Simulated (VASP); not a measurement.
# CoSi (P2_13) in VASP: notebook

The runs below take CoSi through single point, relaxation of cell and atoms, with LDA.

Everything below comes from runs of VASP 6.6.1. Logs are shortened: lines on timing, memory, paths and dates and some standing lists are left out, and cuts for length are marked.

## 1. The cell of the first run

Symmetry: P2_13, No. 198, cubic system. The conventional cell has a = 4.350 Å, b = 4.350 Å, c = 4.350 Å, α = 90.00°, β = 90.00°, γ = 90.00°. Within 3.0 Å of Co (site symmetry 3) lie 7 Si at 2.28 to 2.38 Å and 6 Co at 2.68 Å. Within 3.0 Å of Si (site symmetry 3) lie 7 Co at 2.28 to 2.38 Å and 6 Si at 2.69 Å.

## 2. Single point, LDA

The input, INCAR:

```
SYSTEM = CoSi
ALGO = Normal ; EDIFF = 1E-6
ENCUT = 520 ; ISIF = 2
ISMEAR = 0 ; LASPH = .True.
LCHARG = .False. ; LREAL = .False.
LWAVE = .False. ; NBANDS = 36
NELM = 60 ; PREC = Accurate
SIGMA = 0.02
```

The input, KPOINTS:

```
k-points
0
Gamma
  10 10 10
  0 0 0
```

The input, POSCAR:

```
CoSi
1.0
    4.3502543968      0.0000000000      0.0000000000
    0.0000000000      4.3502543968      0.0000000000
    0.0000000000      0.0000000000      4.3502543968
Co Si
4 4
Direct
    0.1457069716      0.1457069716      0.1457069716
    0.3542930284      0.8542930284      0.6457069716
    0.6457069716      0.3542930284      0.8542930284
    0.8542930284      0.6457069716      0.3542930284
    0.8430799478      0.8430799478      0.8430799478
    0.6569200522      0.1569200522      0.3430799478
    0.3430799478      0.6569200522      0.1569200522
    0.1569200522      0.3430799478      0.6569200522
```

Potentials or basis: VASP PAW LDA potentials, release 64 (Co, Si).

Run with:

```sh
$ cat potpaw_LDA.64/Co/POTCAR potpaw_LDA.64/Si/POTCAR > POTCAR
$ mpirun -np 1 vasp_std > vasp.out
```

OUTCAR:

```text
SYSTEM = CoSi
   EDIFF = 1E-6
   ENCUT = 520
   ISIF = 2
   ISMEAR = 0
   LASPH = .True.
   LREAL = .False.
   NELM = 60
   PREC = Accurate

 ion  position               nearest neighbor table
   1  0.146  0.146  0.146-   5 2.28   6 2.29   7 2.29   8 2.29   7 2.38   8 2.38   6 2.38   3 2.68
                             4 2.68   2 2.68   2 2.68   4 2.68   3 2.68
   2  0.354  0.854  0.646-   6 2.28   5 2.29   7 2.29   8 2.29   7 2.38   8 2.38   5 2.38   1 2.68
                             1 2.68   3 2.68   3 2.68   4 2.68   4 2.68
   3  0.646  0.354  0.854-   7 2.28   6 2.29   5 2.29   8 2.29   8 2.38   6 2.38   5 2.38   1 2.68
                             4 2.68   2 2.68   2 2.68   4 2.68   1 2.68
   4  0.854  0.646  0.354-   8 2.28   6 2.29   7 2.29   5 2.29   6 2.38   5 2.38   7 2.38   1 2.68
                             3 2.68   2 2.68   1 2.68   2 2.68   3 2.68
   5  0.843  0.843  0.843-   1 2.28   2 2.29   3 2.29   4 2.29   3 2.38   4 2.38   2 2.38   6 2.69
                             7 2.69   8 2.69   6 2.69   8 2.69   7 2.69
   6  0.657  0.157  0.343-   2 2.28   1 2.29   3 2.29   4 2.29   3 2.38   4 2.38   1 2.38   8 2.69
                             5 2.69   5 2.69   7 2.69   7 2.69   8 2.69
   7  0.343  0.657  0.157-   3 2.28   2 2.29   1 2.29   4 2.29   4 2.38   2 2.38   1 2.38   8 2.69
                             5 2.69   8 2.69   6 2.69   6 2.69   5 2.69
   8  0.157  0.343  0.657-   4 2.28   2 2.29   3 2.29   1 2.29   2 2.38   1 2.38   3 2.38   7 2.69
                             5 2.69   7 2.69   5 2.69   6 2.69   6 2.69

  LATTYP: Found a simple cubic cell.
 ALAT       =     4.3502543968

  Lattice vectors:

 A1 = (   4.3502543968,   0.0000000000,   0.0000000000)
 A2 = (   0.0000000000,   4.3502543968,   0.0000000000)
 A3 = (   0.0000000000,   0.0000000000,   4.3502543968)

Analysis of symmetry for initial positions (statically):
=====================================================================
 Subroutine PRICEL returns:
 Original cell was already a primitive cell.

 Routine SETGRP: Setting up the symmetry group for a
 simple cubic supercell.

 Subroutine GETGRP returns: Found 12 space group operations
 (whereof  3 operations were pure point group operations)
 out of a pool of 48 trial point group operations.

The static configuration has the point symmetry C_3 .
 The point group associated with its full space group is T   .

Analysis of symmetry for dynamics (positions and initial velocities):
=====================================================================
 Subroutine PRICEL returns:
 Original cell was already a primitive cell.

 Routine SETGRP: Setting up the symmetry group for a
 simple cubic supercell.

 Subroutine GETGRP returns: Found 12 space group operations
 (whereof  3 operations were pure point group operations)
 out of a pool of 48 trial point group operations.

The dynamic configuration has the point symmetry C_3 .
 The point group associated with its full space group is T   .

 Subroutine INISYM returns: Found 12 space group operations
 (whereof  3 operations are pure point group operations),
 and found     1 'primitive' translations

----------------------------------------------------------------------------------------

                                     Primitive cell

  volume of cell :      82.3273

  direct lattice vectors                    reciprocal lattice vectors
     4.350254397  0.000000000  0.000000000     0.229871614  0.000000000  0.000000000
     0.000000000  4.350254397  0.000000000     0.000000000  0.229871614  0.000000000
     0.000000000  0.000000000  4.350254397     0.000000000  0.000000000  0.229871614

  length of vectors
     4.350254397  4.350254397  4.350254397     0.229871614  0.229871614  0.229871614

  position of ions in fractional coordinates (direct lattice)
     0.145706972  0.145706972  0.145706972
     0.354293028  0.854293028  0.645706972
     0.645706972  0.354293028  0.854293028
     0.854293028  0.645706972  0.354293028
     0.843079948  0.843079948  0.843079948
     0.656920052  0.156920052  0.343079948
     0.343079948  0.656920052  0.156920052
     0.156920052  0.343079948  0.656920052

  ion indices of the primitive-cell ions
   primitive index   ion index
                 1           1
                 2           2
                 3           3
                 4           4
                 5           5
                 6           6
                 7           7
                 8           8

----------------------------------------------------------------------------------------

 KPOINTS: k-points

Automatic generation of k-mesh.
 Grid dimensions read from file:
 generate k-points for:   10   10   10

 Generating k-lattice:

  Cartesian coordinates                     Fractional coordinates (reciprocal lattice)
     0.022987161  0.000000000  0.000000000     0.100000000  0.000000000  0.000000000
     0.000000000  0.022987161  0.000000000     0.000000000  0.100000000  0.000000000
     0.000000000  0.000000000  0.022987161     0.000000000  0.000000000  0.100000000

  Length of vectors
     0.022987161  0.022987161  0.022987161

  Shift w.r.t. Gamma in fractional coordinates (k-lattice)
     0.000000000  0.000000000  0.000000000

 Subroutine IBZKPT returns following result:
 ===========================================

 Found     76 irreducible k-points:

 Following reciprocal coordinates:
            Coordinates               Weight
  0.000000  0.000000  0.000000      1.000000
  0.100000  0.000000  0.000000      6.000000
  0.200000  0.000000  0.000000      6.000000
  0.300000  0.000000  0.000000      6.000000
  0.400000  0.000000  0.000000      6.000000
  0.500000  0.000000  0.000000      3.000000
[... 16 lines left out ...]
  0.300000  0.300000  0.000000     12.000000
  0.400000  0.300000  0.000000     12.000000
 [... further k-points ...]
   k-points           NKPTS =     76   k-points in BZ     NKDIM =     76   number of bands    NBANDS=     36
   number of dos      NEDOS =    301   number of ions     NIONS =      8
   total plane-waves  NPLWV =  32768
   dimension x,y,z NGX =    32 NGY =   32 NGZ =   32
   dimension x,y,z NGXF=    64 NGYF=   64 NGZF=   64
   ions per type =               4   4
   NGX,Y,Z   is equivalent  to a cutoff of  12.23, 12.23, 12.23 a.u.
   NGXF,Y,Z  is equivalent  to a cutoff of  24.46, 24.46, 24.46 a.u.
 SYSTEM =  CoSi
   PREC   = accura    normal or accurate (medium, high low for compatibility)
   ISTART =      0    job   : 0-new  1-cont  2-samecut
   ICHARG =      2    charge: 1-file 2-atom 10-const
   ISPIN  =      1    spin polarized calculation?
   LNONCOLLINEAR =      F non collinear calculations
   LSORBIT =      F    spin-orbit coupling
   LASPH  =      T    aspherical Exc in radial PAW
   ENCUT  =  520.0 eV  38.22 Ry    6.18 a.u.   8.09  8.09  8.09*2*pi/ulx,y,z
   NELM   =     60;   NELMIN=  2; NELMDL= -5     # of ELM steps
   EDIFF  = 0.1E-05   stopping-criterion for ELM
   LREAL  =      F    real-space projection
   EDIFFG = 0.1E-04   stopping-criterion for IOM
   NSW    =      0    number of steps for IOM
   IBRION =     -1    ionic relax: 0-MD 1-quasi-New 2-CG
   NFREE  =      0    steps in history (QN), initial steepest desc. (CG)
   ISIF   =      2    stress and relaxation
   ISYM   =      2    0-nonsym 1-usesym 2-fastsym
   POTIM  = 0.5000    time-step for ionic-motion
   TEBEG  =    0.0;   TEEND  =   0.0 temperature during run
   PSTRESS=    0.0 pullay stress
   NELECT =      52.0000    total number of electrons
   NUPDOWN=      -1.0000    fix difference up-down
   EMIN   =  10.00;   EMAX   =-10.00  energy-range for DOS
   EFERMI =   0.00;   METHOD = LEGACY
   ISMEAR =     0;   SIGMA  =   0.02  broadening in eV -4-tet -1-fermi 0-gaus
   EFERMI_NEDOS =   21; number of points for ismear=-14 and -15
   IALGO  =     38    algorithm
   IMIX   =      4    mixing-type and parameters
     AMIX     =   0.40;   BMIX     =  1.00
     AMIX_MAG =   1.60;   BMIX_MAG =  1.00
  volume/ion in A,a.u.               =      10.29        69.45
  Fermi-wavevector in a.u.,A,eV,Ry     =   1.404628  2.654362 26.844016  1.972980
  Thomas-Fermi vector in A             =   2.527170
   LORBIT       =      0    0 simple, 1 ext, 2 COOP (PROOUT), +10 PAW based schemes
   GGA     = CA    functional components
   LHFCALC =     F    Hartree Fock is set to
   AEXX    =    0.0000 exact exchange contribution
   IVDW    =     0    specifies the selected vdW correction
   LEPSILON=     F    determine dielectric tensor
   LRPA    =     F    only Hartree local field effects (RPA)
 non-spin polarized calculation
 Gauss-broadening in eV      SIGMA  =   0.02
  energy-cutoff  :      520.00
  volume of cell :       82.33
 maximum number of plane-waves:      2272
   NGX = 17   NGY = 17   NGZ = 17

 number of electron      51.9999982 magnetization

 Free energy of the ion-electron system (eV)
  ---------------------------------------------------
  ext. energy  EPLUGINS =         0.00000000
  ---------------------------------------------------
  free energy    TOTEN  =       -62.64165466 eV

  energy without entropy =      -62.64137511  energy(sigma->0) =      -62.64151489

 E-fermi :  12.8210     XC(G=0): -13.3347

 val. band max:       12.8207439422   @ k =   0.1000   0.1000   0.0000
 cond. band min:      12.8292270967   @ k =   0.1000   0.1000   0.1000
 fundamental gap:      0.0084831544
 Fermi energy:        12.8210070833

 k-point     1 :       0.0000    0.0000    0.0000
  band No.  band energies     occupation
      1      -1.2202      2.00000
      2       4.4450      2.00000
      3       4.4450      2.00000
      4       4.4450      2.00000
      5       7.1362      2.00000
      6       7.1362      2.00000
[... 28 lines left out ...]
     35      16.6516      0.00000
     36      17.8855      0.00000

 k-point     2 :       0.1000    0.0000    0.0000
  band No.  band energies     occupation
      1      -1.1425      2.00000
      2       3.8219      2.00000
      3       4.4923      2.00000
      4       4.9190      2.00000
      5       6.7592      2.00000
      6       7.1830      2.00000
[... 850 lines left out ...]
 k-point    24 :       0.4000    0.3000    0.0000
  band No.  band energies     occupation
      1       0.6367      2.00000
      2       1.9083      2.00000
      3       3.5397      2.00000
      4       4.5750      2.00000
      5       7.0110      2.00000
      6       7.1232      2.00000
[... 28 lines left out ...]
     35      17.6173      0.00000
     36      19.0202      0.00000

 [... further k-points ...]

------------------------ aborting loop because EDIFF is reached ----------------------------------------

  FORCE on cell =-STRESS in cart. coord.  units (eV):
  Direction    XX          YY          ZZ          XY          YZ          ZX
  --------------------------------------------------------------------------------------
  -------------------------------------------------------------------------------------
  Total        0.2226717      0.2226717      0.2226717      0.0000000     -0.0000000      0.0000000
  in kB        4.3334289      4.3334289      4.3334289      0.0000000     -0.0000000      0.0000000
  external PRESSURE =       4.3334289 kB  Pullay stress =       0.0000000 kB

 VOLUME and BASIS-vectors are now :
 -----------------------------------------------------------------------------
  energy-cutoff  :      520.00
  volume of cell :       82.33
      direct lattice vectors                 reciprocal lattice vectors
     4.350254397  0.000000000  0.000000000     0.229871614  0.000000000  0.000000000
     0.000000000  4.350254397  0.000000000     0.000000000  0.229871614  0.000000000
     0.000000000  0.000000000  4.350254397     0.000000000  0.000000000  0.229871614

 POSITION                                       TOTAL-FORCE (eV/Angst)
 -----------------------------------------------------------------------------------
      0.63386      0.63386      0.63386         0.004854      0.004854      0.004854
      1.54126      3.71639      2.80899        -0.004854     -0.004854      0.004854
      2.80899      1.54126      3.71639         0.004854     -0.004854     -0.004854
      3.71639      2.80899      1.54126        -0.004854      0.004854     -0.004854
      3.66761      3.66761      3.66761         0.002993      0.002993      0.002993
      2.85777      0.68264      1.49249        -0.002993     -0.002993      0.002993
      1.49249      2.85777      0.68264         0.002993     -0.002993     -0.002993
      0.68264      1.49249      2.85777        -0.002993      0.002993     -0.002993
 -----------------------------------------------------------------------------------
    total drift:                               -0.000000     -0.000000      0.000000

  FREE ENERGIE OF THE ION-ELECTRON SYSTEM (eV)
  ---------------------------------------------------
  free  energy   TOTEN  =       -62.6416546564 eV

  energy  without entropy=      -62.6413751144  energy(sigma->0) =      -62.64151489
```

Wall time 3.9 min (1 thread of Intel Xeon 8259CL, shared host); peak memory 0.28 GiB.

What came out:

* Free energy: -62.6417 eV
* Pressure: 0.4 GPa
* Largest force: 0.008 eV/Å
* Band gap on the k mesh: zero (bands 26 and 27 overlap by 0.24 eV)

Forces on the atoms (eV/Å):
```
Co   0.005  0.005  0.005
Co  -0.005 -0.005  0.005
Co   0.005 -0.005 -0.005
Co  -0.005  0.005 -0.005
Si   0.003  0.003  0.003
Si  -0.003 -0.003  0.003
Si   0.003 -0.003 -0.003
Si  -0.003  0.003 -0.003
```

Levels at points of the mesh, in eV from the Fermi level:
| k point | band 23 | band 24 | band 25 | band 26 | band 27 | band 28 | band 29 | band 30 |
| --- | --- | --- | --- | --- | --- | --- | --- | --- |
| (0.00, 0.00, 0.00) | -0.83 | -0.83 | 0.01 | 0.01 | 0.01 | 2.77 | 2.77 | 2.77 |
| (0.50, 0.00, 0.00) | -0.68 | -0.68 | -0.51 | -0.51 | 1.10 | 1.10 | 1.69 | 1.69 |
| (0.50, 0.50, 0.00) | -1.07 | -1.07 | -0.02 | -0.02 | 0.67 | 0.67 | 2.24 | 2.24 |
| (0.50, 0.50, 0.50) | -1.31 | -1.31 | -0.23 | -0.23 | -0.23 | -0.23 | 5.77 | 5.77 |

Spin polarisation is off, so any magnetic state and its effect on volume and gap are missing.

## 3. Relaxation of cell and atoms, LDA

This run uses another cell than the first one, of 10.93 Å³/atom.

The input, INCAR:

```
SYSTEM = CoSi
ALGO = Normal ; EDIFF = 1E-7
EDIFFG = -0.002 ; ENCUT = 600
GGA = CA ; IBRION = 2
ISIF = 3 ; ISMEAR = 0
LASPH = .TRUE. ; LCHARG = .FALSE.
LREAL = .FALSE. ; LWAVE = .FALSE.
NELM = 100 ; NSW = 80
PREC = Accurate ; SIGMA = 0.02
```

The input, KPOINTS:

```
k-points
0
G
  10 10 10
  0 0 0
```

The input, POSCAR:

```
CoSi
1.0
    4.4380000000      0.0000000000      0.0000000000
    0.0000000000      4.4380000000      0.0000000000
    0.0000000000      0.0000000000      4.4380000000
Co Si
4 4
Direct
    0.1400000000      0.1400000000      0.1400000000
    0.3600000000      0.8600000000      0.6400000000
    0.6400000000      0.3600000000      0.8600000000
    0.8600000000      0.6400000000      0.3600000000
    0.8430000000      0.8430000000      0.8430000000
    0.6570000000      0.1570000000      0.3430000000
    0.3430000000      0.6570000000      0.1570000000
    0.1570000000      0.3430000000      0.6570000000
```

Potentials or basis: VASP PAW LDA potentials, release 64 (Co, Si).

Run with:

```sh
$ cat potpaw_LDA.64/Co/POTCAR potpaw_LDA.64/Si/POTCAR > POTCAR
$ mpirun -np 1 vasp_std > vasp.out
```

Run time: 39 min. Hardware: 1 thread of Intel Xeon 8259CL, shared host; peak memory 0.33 GiB.

It converged, with:

```
Free energy                           : -62.6444 eV
Relaxed volume                        : 10.31 Å³/atom
Relaxed cell                          : a = 4.352 Å, b = 4.352 Å, c = 4.352 Å, α = 90.00°, β = 90.00°, γ = 90.00°
Space group after relaxing (to 0.1 Å) : P2_13 (No. 198)
Energy gained by relaxing             : 27.8 meV/atom
Ionic steps                           : 11
Pressure after relaxing               : 0.0 GPa
Band gap on the k mesh                : zero (bands 26 and 27 overlap by 0.24 eV)
```

Step by step:
| step | energy change (eV) | largest force (eV/Å) | pressure (GPa) | volume (Å³) |
| --- | --- | --- | --- | --- |
| 1 | 0.0000 | 0.1636 | -12.45 | 87.41 |
| 2 | 0.1539 | 0.5933 | 21.46 | 77.11 |
| 3 | -0.1939 | 0.3420 | -0.08 | 82.79 |
| 4 | -0.1939 | 0.3457 | 0.22 | 82.69 |
| 5 | -0.2108 | 0.2199 | 0.21 | 82.56 |
| 6 | -0.2215 | 0.0642 | 0.40 | 82.34 |
| 7 | -0.2216 | 0.0633 | 0.35 | 82.35 |
| 8 | -0.2217 | 0.0074 | -0.70 | 82.67 |
| 9 | -0.2220 | 0.0305 | -0.22 | 82.53 |
| 10 | -0.2222 | 0.0061 | 0.04 | 82.43 |
| 11 | -0.2222 | 0.0009 | 0.02 | 82.45 |

Final structure:
```
CELL_PARAMETERS angstrom
4.35235 0.00000 0.00000
0.00000 4.35235 0.00000
0.00000 0.00000 4.35235
ATOMIC_POSITIONS crystal
Co 0.14578 0.14578 0.14578
Co 0.35422 0.85422 0.64578
Co 0.64578 0.35422 0.85422
Co 0.85422 0.64578 0.35422
Si 0.84311 0.84311 0.84311
Si 0.65689 0.15689 0.34312
Si 0.34312 0.65689 0.15689
Si 0.15689 0.34312 0.65689
```

Levels at points of the mesh, in eV from the Fermi level:
```tsv
k point	band 22	band 23	band 24	band 25	band 26	band 27	band 28	band 29	band 30	band 31
(0.00, 0.00, 0.00)	-0.97	-0.83	-0.83	0.01	0.01	0.01	2.77	2.77	2.77	3.11
(0.50, 0.00, 0.00)	-1.11	-0.68	-0.68	-0.51	-0.51	1.10	1.10	1.69	1.69	4.51
(0.50, 0.50, 0.00)	-1.59	-1.06	-1.06	-0.02	-0.02	0.67	0.67	2.23	2.23	2.73
(0.50, 0.50, 0.50)	-1.31	-1.31	-1.31	-0.23	-0.23	-0.23	-0.23	5.76	5.76	5.76
```

Spin polarisation is off, so any magnetic state and its effect on volume and gap are missing.
